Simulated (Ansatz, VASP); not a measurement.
**Cu in VASP and in Ansatz**

```xyz
1
Lattice="0.0000 1.8313 1.8313 1.8313 0.0000 1.8313 1.8313 1.8313 0.0000" Properties=species:S:1:pos:R:3 pbc="T T T"
Cu    0.0000    0.0000    0.0000
```

Alike in both runs: task relaxation of cell and atoms; functional revPBE; k mesh 16 × 16 × 16; occupations fermi-dirac, width 0.05 eV; collinear spin.

|  | VASP | Ansatz |
| --- | --- | --- |
| version | VASP 6.6.1 | Ansatz 0.2.0 |
| potentials or method | VASP PAW PBE potentials, release 64 (Cu), cutoff 600 eV | all-electron LAPW, scalar-relativistic |

|  | VASP | Ansatz | Ansatz less VASP |
| --- | --- | --- | --- |
| net moment per atom (μB) | 0.00 | 0.00 | 0.000 |
| relaxed volume (Å³/atom) | 12.33 | 12.27 | -0.059 |
| relaxed length of the cell vector where the two differ most in proportion (Å) | 2.593 | 2.589 | -0.0042 |

VASP's potentials were made for PBE, not for revPBE. Ansatz ran all-electron here, and VASP with PAW potentials. Ansatz's warnings: seeded moment not kept.
